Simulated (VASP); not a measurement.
A run of VASP 6.6.1:

Contents of INCAR:

```
SYSTEM = BN
ALGO = Normal
EDIFF = 1E-8
ENCUT = 520
GGA = PE
GGA_COMPAT = .FALSE.
ISIF = 2
ISMEAR = -1
LASPH = .TRUE.
LCHARG = .FALSE.
LEFG = .TRUE.
LREAL = .FALSE.
LWAVE = .FALSE.
NBANDS = 11
NELM = 120
PREC = Accurate
SIGMA = 0.02
```

Contents of KPOINTS:

```
k-points
0
G
  11 11 11
  0 0 0
```

POSCAR

```
BN
1.0
    0.0000000000      1.8224386940      1.8224386940
    1.8224386940      0.0000000000      1.8224386940
    1.8224386940      1.8224386940      0.0000000000
B N
1 1
Direct
    0.0000000000      0.0000000000      0.0000000000
    0.7500000000      0.7500000000      0.7500000000
```

Potentials or basis: VASP PAW PBE potentials, release 64 (B, N).

The run is started by

```bash
$ cat potpaw_PBE.64/B/POTCAR potpaw_PBE.64/N/POTCAR > POTCAR
$ mpirun -np 1 vasp_std > vasp.out
```

Hardware: 1 thread of Intel(R) Xeon(R) Platinum 8259CL CPU @ 2.50GHz (Skylake/Cascade Lake), with other jobs on the host.

Q: How long does it take, and how much memory?

A: Wall time 7.4 s on 1 thread of Intel(R) Xeon(R) Platinum 8259CL CPU @ 2.50GHz (Skylake/Cascade Lake) (shared host), peak memory 0.12 GiB. Counts: scf iterations 13, k points 56.
